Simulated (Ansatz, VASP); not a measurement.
HfO2: VASP beside Ansatz

The input INCAR:

```
PREC     = Accurate       # precision mode
ENCUT    = 520            # plane-wave cutoff, eV
EDIFF    = 1E-6           # SCF threshold, eV
ISMEAR   = 0              # smearing method
SIGMA    = 0.05           # smearing width, eV
LREAL    = False          # projectors in reciprocal space
LASPH    = True           # aspherical terms in the spheres
NELM     = 80             # most SCF steps
ALGO     = Normal         # electronic algorithm
ISIF     = 2              # what is computed and relaxed
LWAVE    = False          # write WAVECAR
LCHARG   = True           # write CHGCAR
GGA      = PS             # functional
LELF     = True           # ELF
LVHAR    = True         
NBANDS   = 18             # bands
```

KPOINTS

```
regular mesh
0
Gamma
  8 8 8
```

File POSCAR:

```
HfO2
1.0
    0.0000000000      2.5220673956      2.5220673956
    2.5220673956      0.0000000000      2.5220673956
    2.5220673956      2.5220673956      0.0000000000
Hf O
1 2
Direct
    0.0000000000      0.0000000000      0.0088141169
    0.2500000000      0.2500000000      0.2008339863
    0.7500000000      0.7500000000      0.7008339863
```

Input for Ansatz:

```yaml
crystal:
  lattice:
    - [0.0, 2.5220673956, 2.5220673956]
    - [2.5220673956, 0.0, 2.5220673956]
    - [2.5220673956, 2.5220673956, 0.0]
  atoms:
    - { symbol: Hf, position: [0.0, 0.0, 0.0088141169] }
    - { symbol: O, position: [0.25, 0.25, 0.2008339863] }
    - { symbol: O, position: [0.75, 0.75, 0.7008339863] }
basis:
  ecutwfc: 520.0
kpoints:
  mp_grid: { grid: [8, 8, 8] }
hamiltonian:
  xc: pbesol
  pseudopotentials: { kind: paw, azcp: { folder: soft_1 } }
scf:
  occupations: { method: gaussian, width: 0.05 }
output:
  forces: true
  stress: true
  eigenvalues: true
  write_density: true
  write_potential: true
  elf: true
  volumetric_format: npy
```

Change from the starting cell: mode 4 frozen in at -0.124 Å and mode 5 at -0.124 Å (largest displacements).

Alike in both runs: task single point; functional PBEsol; k mesh 8 × 8 × 8; occupations gaussian, width 0.05 eV; no spin polarisation.

|  | VASP | Ansatz |
| --- | --- | --- |
| version | VASP 6.6.1 | Ansatz 0.2.0 |
| potentials or method | VASP PAW PBE potentials, release 64 (Hf_pv, O), cutoff 520 eV | scalar-relativistic, plane waves, PAW |
| valence electrons in the cell | 22 | 38 |

|  | VASP | Ansatz | Ansatz less VASP |
| --- | --- | --- | --- |
| gap on the k mesh at the Fermi level (eV) | 3.73 | 3.73 | +0.005 |
| least direct gap on the mesh (eV) | 3.73 | 3.73 | +0.005 |
| pressure (GPa) | 1.4 | 5.0 | +3.57 |
| traceless stress, the component that is largest in VASP (GPa) | 4.21 | 4.18 | -0.032 |
| rms of the force components (eV/Å) | 0.696 | 0.705 | +0.0095 |

VASP's potentials were made for PBE, not for PBEsol, and Ansatz warns of the same on its side. Atom by atom the forces differ by 0.010 eV/Å (rms over components). With one functional, cell and mesh, what is left measures potentials, basis and numerics. VASP's potentials hold 22 valence electrons a cell and Ansatz's 38, so a difference there can come from the potentials and not from the codes.

Spin-orbit coupling is off throughout.
